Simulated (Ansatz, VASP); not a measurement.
Ge in VASP and in Ansatz

INCAR

```
SYSTEM = Ge
PREC     = Accurate       ! precision mode
ENCUT    = 600            ! plane-wave cutoff, eV
EDIFF    = 1E-6           ! SCF threshold, eV
ISMEAR   = 0              ! smearing method
SIGMA    = 0.1            ! smearing width, eV
LREAL    = .FALSE.        ! projectors in reciprocal space
LASPH    = .TRUE.         ! aspherical terms in the spheres
NELM     = 100            ! most SCF steps
ALGO     = Normal         ! electronic algorithm
ISIF     = 3              ! what is computed and relaxed
LWAVE    = .FALSE.        ! write WAVECAR
LCHARG   = .FALSE.        ! write CHGCAR
GGA      = PE             ! functional
IBRION   = 2              ! ionic algorithm
NSW      = 90             ! ionic steps
EDIFFG   = -0.04          ! ionic threshold
```

The input KPOINTS:

```
Automatic mesh
0
G
  6 6 6
  0 0 0
```

The input POSCAR:

```
Ge
1.0
    3.5813519300      0.0000000000      0.0000000000
    0.0000000000      3.5813519300      0.0000000000
    0.0000000000      0.0000000000      3.2583416300
Ge
2
Direct
    0.5000000000      0.0000000000      0.5117669600
    0.0000000000      0.5000000000      0.4882330400
```

Input for Ansatz:

```yaml
crystal:
  lattice:
    - [3.58135193, 0.0, 0.0]
    - [0.0, 3.58135193, 0.0]
    - [0.0, 0.0, 3.25834163]
  atoms:
    - { symbol: Ge, position: [0.5, 0.0, 0.51176696] }
    - { symbol: Ge, position: [0.0, 0.5, 0.48823304] }
basis:
  ecutwfc: 420
kpoints:
  mp_grid: { grid: [6, 6, 6] }
hamiltonian:
  xc: pbe
scf:
  occupations: { method: gaussian, width: 0.1 }
  lower_state_search: "off"
output:
  forces: true
  stress: true
  eigenvalues: true
relax:
  adjacent_minimum: "off"
  f_tol: 0.04
  max_steps: 70
  cell: { stress_tol: 0.4 }
```

Alike in both runs: task relaxation of cell and atoms; functional PBE; k mesh 6 × 6 × 6; occupations gaussian, width 0.1 eV; no spin polarisation.

```csv
,VASP,Ansatz
version,VASP 6.6.1,Ansatz 0.2.0
potentials or method,"VASP PAW PBE potentials, release 64 (Ge_d), cutoff 600 eV","scalar-relativistic, plane waves, PAW"
valence electrons in the cell,28,28
```

```tsv
	VASP	Ansatz	Ansatz less VASP
gap on the k mesh at the Fermi level, each at its own relaxed structure (eV)	none	none	-
relaxed volume (Å³/atom)	19.99	20.01	+0.024
relaxed cell length with the largest relative difference (Å)	2.764	2.766	+0.0024
```

A gap of «none» marks a metal or a gap that the smearing closes.
